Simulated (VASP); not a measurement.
**Ag: single point with PBE**

Ag, a slab with vacuum:

```
CELL_PARAMETERS angstrom
2.93228 0.00000 0.00000
-1.46614 2.53943 0.00000
0.00000 0.00000 20.78840
ATOMIC_POSITIONS crystal
Ag 0.16667 0.33333 0.38565
Ag 0.50000 0.00000 0.50000
Ag 0.83333 0.66667 0.61435
```

```json
{"Program": "VASP 6.6.1", "Task": "single point", "Functional": "PBE", "Potentials or basis": "VASP PAW PBE potentials, release 64 (Ag)", "Cutoff": "520 eV", "k mesh": "14 × 14 × 1", "Occupations": "fermi-dirac, width 0.05 eV", "Spin": "no spin polarisation", "Dipole correction": "yes", "Further INCAR settings": "ALGO = Normal; EDIFF = 1e-06; NBANDS = 24"}
```

```json
{"Largest force": "0.003 eV/Å"}
```

Forces on the atoms (eV/Å):
```
Ag   0.000  0.000  0.003
Ag   0.000  0.000  0.000
Ag   0.000  0.000 -0.003
```

Levels at points of the mesh, in eV from the Fermi level:
| k point | band 13 | band 14 | band 15 | band 16 | band 17 | band 18 | band 19 | band 20 | band 21 | band 22 |
| --- | --- | --- | --- | --- | --- | --- | --- | --- | --- | --- |
| (0.00, 0.00, 0.00) | -3.58 | -3.27 | -3.27 | -2.95 | -2.95 | -1.22 | 0.56 | 4.10 | 4.63 | 5.14 |
| (0.50, 0.00, 0.00) | -2.87 | -2.64 | -2.62 | 0.44 | 1.31 | 1.71 | 4.02 | 4.84 | 5.61 | 8.03 |

Run time: 66 s on 1 thread of Intel(R) Xeon(R) 6975P-C (Granite Rapids), on a shared host, peak memory 0.3 GiB.
